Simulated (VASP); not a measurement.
# In (I4/mmm) in VASP: further runs, part 2 of 2

VASP 6.6.1.

### 5 Single point, PBEsol

This run uses another cell than the first one, of 24.47 Å³/atom, 0.974 times its volume.

INCAR reads:

```
SYSTEM = In
PREC = Accurate
ENCUT = 520
EDIFF = 1E-6
ISMEAR = -1
SIGMA = 0.05
LREAL = .FALSE.
LASPH = .TRUE.
NELM = 100
ALGO = Normal
ISIF = 2
LWAVE = .FALSE.
LCHARG = .FALSE.
GGA = PS
NBANDS = 12
```

KPOINTS reads:

```
regular mesh
0
G
  11 11 11
  0 0 0
```

POSCAR reads:

```
In
1.0
   -1.6746477965      1.6746477965      2.1809397576
    1.6746477965     -1.6746477965      2.1809397576
    1.6746477965      1.6746477965     -2.1809397576
In
1
Direct
    0.0000000000      0.0000000000      0.0000000000
```

Potentials or basis: VASP PAW PBE potentials, release 64 (In_d).

On the command line:

```
$ cat potpaw_PBE.64/In_d/POTCAR > POTCAR
$ mpirun -np 1 vasp_std > vasp.out
```

OUTCAR:

```text
SYSTEM = In
   PREC = Accurate
   ENCUT = 520
   EDIFF = 1E-6
   ISMEAR = -1
   LREAL = .FALSE.
   LASPH = .TRUE.
   NELM = 100
   ISIF = 2
   GGA = PS

 ion  position               nearest neighbor table
   1  0.000  0.000  0.000-

  LATTYP: Found a body centered tetragonal cell.
 ALAT       =     3.3492955930
 C/A-ratio  =     1.3023274280

  Lattice vectors:

 A1 = (  -1.6746477965,   1.6746477965,   2.1809397576)
 A2 = (   1.6746477965,  -1.6746477965,   2.1809397576)
 A3 = (   1.6746477965,   1.6746477965,  -2.1809397576)

Analysis of symmetry for initial positions (statically):
=====================================================================
 Subroutine PRICEL returns:
 Original cell was already a primitive cell.

 Routine SETGRP: Setting up the symmetry group for a
 body centered tetragonal supercell.

 Subroutine GETGRP returns: Found 16 space group operations
 (whereof 16 operations were pure point group operations)
 out of a pool of 16 trial point group operations.

The static configuration has the point symmetry D_4h.

Analysis of symmetry for dynamics (positions and initial velocities):
=====================================================================
 Subroutine PRICEL returns:
 Original cell was already a primitive cell.

 Routine SETGRP: Setting up the symmetry group for a
 body centered tetragonal supercell.

 Subroutine GETGRP returns: Found 16 space group operations
 (whereof 16 operations were pure point group operations)
 out of a pool of 16 trial point group operations.

The dynamic configuration has the point symmetry D_4h.

 Subroutine INISYM returns: Found 16 space group operations
 (whereof 16 operations are pure point group operations),
 and found     1 'primitive' translations

----------------------------------------------------------------------------------------

                                     Primitive cell

  volume of cell :      24.4653

[... 107 lines left out ...]
  volume/ion in A,a.u.               =      24.47       165.10
  Fermi-wavevector in a.u.,A,eV,Ry     =   1.325986  2.505751 23.922307  1.758240
  Thomas-Fermi vector in A             =   2.455407
   LORBIT       =      0    0 simple, 1 ext, 2 COOP (PROOUT), +10 PAW based schemes
   GGA     = PS    functional components
   LHFCALC =     F    Hartree Fock is set to
   AEXX    =    0.0000 exact exchange contribution
   IVDW    =     0    specifies the selected vdW correction
   LEPSILON=     F    determine dielectric tensor
   LRPA    =     F    only Hartree local field effects (RPA)
 non-spin polarized calculation
  energy-cutoff  :      520.00
  volume of cell :       24.47
 maximum number of plane-waves:       672
   NGX = 11   NGY = 11   NGZ = 11

 number of electron      12.9999999 magnetization

 Free energy of the ion-electron system (eV)
  ---------------------------------------------------
  ext. energy  EPLUGINS =         0.00000000
  ---------------------------------------------------
  free energy    TOTEN  =        -2.97987090 eV

  energy without entropy =       -2.97719941  energy(sigma->0) =       -2.97853516

 E-fermi :   8.1254     XC(G=0): -10.7304

 val. band max:        8.0337139534   @ k =  -0.1818  -0.3636   0.0909
 cond. band min:       8.1338792365   @ k =   0.2727   0.2727   0.0909
 fundamental gap:      0.1001652831
 Fermi energy:         8.1254288069

 k-point     1 :       0.0000    0.0000    0.0000
  band No.  band energies     occupation
      1      -6.5277      2.00000
      2      -6.5277      2.00000
      3      -6.4043      2.00000
      4      -6.3451      2.00000
      5      -6.2239      2.00000
      6      -1.9051      2.00000
      7      19.2066      0.00000
      8      19.4188      0.00000
      9      19.4188      0.00000
     10      19.8811      0.00000
     11      22.7491      0.00000
     12      22.7843      0.00000
[... 331 lines left out ...]
 k-point    24 :      -0.1818    0.1818    0.0000
  band No.  band energies     occupation
      1      -6.5977      2.00000
      2      -6.4017      2.00000
      3      -6.3851      2.00000
      4      -6.3197      2.00000
      5      -6.2082      2.00000
      6      -0.9317      2.00000
      7      16.0568      0.00000
      8      16.3025      0.00000
      9      16.7270      0.00000
     10      18.1023      0.00000
     11      18.7751      0.00000
     12      25.9101      0.00000

 [... further k-points ...]
[... 5 lines left out ...]
  --------------------------------------------------------------------------------------
  -------------------------------------------------------------------------------------
  Total        0.3043416      0.3043416      0.3001465      0.0000000      0.0000000      0.0000000
  in kB       19.9306402     19.9306402     19.6559164      0.0000000      0.0000000      0.0000000
  external PRESSURE =      19.8390656 kB  Pullay stress =       0.0000000 kB

 VOLUME and BASIS-vectors are now :
 -----------------------------------------------------------------------------
  energy-cutoff  :      520.00
  volume of cell :       24.47
      direct lattice vectors                 reciprocal lattice vectors
    -1.674647796  1.674647796  2.180939758     0.000000000  0.298570243  0.229258969
     1.674647796 -1.674647796  2.180939758     0.298570243  0.000000000  0.229258969
     1.674647796  1.674647796 -2.180939758     0.298570243  0.298570243  0.000000000

 POSITION                                       TOTAL-FORCE (eV/Angst)
 -----------------------------------------------------------------------------------
      0.00000      0.00000      0.00000        -0.000000      0.000000     -0.000000
 -----------------------------------------------------------------------------------
    total drift:                                0.000000      0.000000      0.000000

  FREE ENERGIE OF THE ION-ELECTRON SYSTEM (eV)
  ---------------------------------------------------
  free  energy   TOTEN  =        -2.9798708987 eV

  energy  without entropy=       -2.9771994142  energy(sigma->0) =       -2.97853516
```

OSZICAR:

```text
N       E                     dE             d eps       ncg     rms          rms(c)
DAV:   1     0.774940338347E+02    0.77494E+02   -0.62453E+03  3116   0.140E+03
DAV:   2     0.679634611789E+00   -0.76814E+02   -0.74456E+02  3176   0.294E+02
DAV:   3    -0.294610421310E+01   -0.36257E+01   -0.36125E+01  3600   0.640E+01
DAV:   4    -0.302654969674E+01   -0.80445E-01   -0.80422E-01  3800   0.934E+00
DAV:   5    -0.302998175863E+01   -0.34321E-02   -0.34320E-02  4148   0.173E+00    0.263E+00
DAV:   6    -0.298863715292E+01    0.41345E-01   -0.64905E-02  3820   0.542E+00    0.125E+00
DAV:   7    -0.298064963416E+01    0.79875E-02   -0.17079E-02  4180   0.257E+00    0.310E-01
DAV:   8    -0.297986799754E+01    0.78164E-03   -0.97051E-04  3972   0.536E-01    0.237E-02
DAV:   9    -0.297987013953E+01   -0.21420E-05   -0.12052E-05  4380   0.453E-02    0.156E-02
DAV:  10    -0.297987089870E+01   -0.75917E-06   -0.74860E-07  2352   0.125E-02
   1 F= -.29798709E+01 E0= -.29785352E+01  d E =-.267148E-02
```

stdout:

```text
POSCAR found type information on POSCAR In
 POSCAR found :  1 types and       1 ions
 scaLAPACK will be used
 -----------------------------------------------------------------------------
|                                                                             |
|                                                                             |
|     You enforced a specific xc type in the INCAR file but a different       |
|     I HOPE YOU KNOW WHAT YOU ARE DOING!                                     |
|                                                                             |
 -----------------------------------------------------------------------------

 LDA part: xc-table for (Slater+PW92), standard interpolation
 POSCAR, INCAR and KPOINTS ok, starting setup
 FFT: planning ... GRIDC
 FFT: planning ... GRID_SOFT
 FFT: planning ... GRID
 WAVECAR not read
 entering main loop
```

It took 12 s on 1 thread of Intel Xeon Platinum 8488C (Sapphire Rapids), shared host; peak memory 0.16 GiB.

Results:

```yaml
Free_energy: -2.9799 eV
Pressure: 2.0 GPa
```

Levels at points of the mesh, in eV from the Fermi level:
| k point | band 2 | band 3 | band 4 | band 5 | band 6 | band 7 | band 8 | band 9 | band 10 | band 11 |
| --- | --- | --- | --- | --- | --- | --- | --- | --- | --- | --- |
| (0.00, 0.00, 0.00) | -14.65 | -14.53 | -14.47 | -14.35 | -10.03 | 11.08 | 11.29 | 11.29 | 11.76 | 14.62 |

Caveat: the PAW data sets were made with another functional, which shifts forces and pressure a little; spin-orbit coupling is left out, which moves the levels of the heavy elements.

### 6 Single point, PBE

This run uses another cell than the first one, of 26.41 Å³/atom, 1.052 times its volume.

INCAR reads:

```
ALGO = Normal
EDIFF = 1E-6
ENCUT = 520
GGA = PE
ISIF = 2
ISMEAR = -1
LASPH = T
LCHARG = F
LREAL = F
LWAVE = F
NBANDS = 12
NELM = 100
PREC = Accurate
SIGMA = 0.05
```

KPOINTS reads:

```
k-points
0
Gamma
  10 10 10
```

POSCAR reads:

```
In
1.0
   -1.6254700000      1.6254700000      2.4984370000
    1.6254700000     -1.6254700000      2.4984370000
    1.6254700000      1.6254700000     -2.4984370000
In
1
Direct
    0.0000000000      0.0000000000      0.0000000000
```

Potentials or basis: VASP PAW PBE potentials, release 64 (In_d).

On the command line:

```
$ cat potpaw_PBE.64/In_d/POTCAR > POTCAR
$ mpirun -np 1 vasp_std > vasp.out
```

It took 26 s on 1 thread of Intel Xeon 6975P-C, shared host; peak memory 0.17 GiB.

It converged, with:

```yaml
Free_energy: -2.5582 eV
Pressure: 1.5 GPa
```

Stress tensor (GPa, compression positive):
```
 2.47  0.00  0.00
 0.00  2.47  0.00
 0.00  0.00 -0.33
```

Levels at points of the mesh, in eV from the Fermi level:
| k point | band 2 | band 3 | band 4 | band 5 | band 6 | band 7 | band 8 | band 9 | band 10 | band 11 |
| --- | --- | --- | --- | --- | --- | --- | --- | --- | --- | --- |
| (0.00, 0.00, 0.00) | -14.55 | -14.55 | -14.49 | -14.36 | -9.44 | 10.50 | 10.50 | 10.68 | 11.61 | 13.92 |
| (0.50, 0.00, 0.00) | -14.63 | -14.53 | -14.29 | -14.25 | -4.26 | -3.29 | 7.39 | 9.23 | 11.19 | 11.23 |
| (0.50, 0.50, 0.00) | -14.71 | -14.29 | -14.28 | -14.17 | -1.85 | -1.57 | 3.48 | 3.97 | 6.97 | 7.32 |
| (0.50, 0.50, 0.50) | -14.71 | -14.27 | -14.25 | -14.25 | -3.01 | -2.66 | 4.84 | 4.84 | 8.27 | 8.29 |

Caveat: spin-orbit coupling is left out, which moves the levels of the heavy elements.

### 7 Summary

| level | cell | k mesh | gap on the mesh (eV) | pressure (GPa) |
| --- | --- | --- | --- | --- |
| PBEsol | a = 3.346 Å, angles 123.1, 123.1, 84.6°, 1 atom | 10 × 10 × 10 | none | 0.8 |
| PBEsol | a = 3.361 Å, angles 122.8, 122.8, 85.2°, 1 atom | 10 × 10 × 10 | none | -0.1 |
| PBEsol | a = 2.954 Å, angles 117.8, 117.8, 93.9°, 1 atom | 11 × 11 × 11 | none | 30.0 |
| PBEsol | a = 3.220 Å, angles 117.3, 117.3, 94.7°, 1 atom | 11 × 11 × 11 | none | 2.0 |
| PBE | a = 3.395 Å, angles 122.8, 122.8, 85.2°, 1 atom | 10 × 10 × 10 | none | 1.5 |

Alike in all rows: task single point; potentials or basis VASP PAW PBE potentials, release 64 (In_d); no spin polarisation; cutoff (eV) 520; smearing fermi-dirac 0.05 eV.

Caveats: spin-orbit coupling is left out, which moves the levels of the heavy elements; the PAW data sets were made with another functional, which shifts forces and pressure a little (some runs).

Total energies depend on the potentials used, so only differences within one code and one set of settings carry meaning.
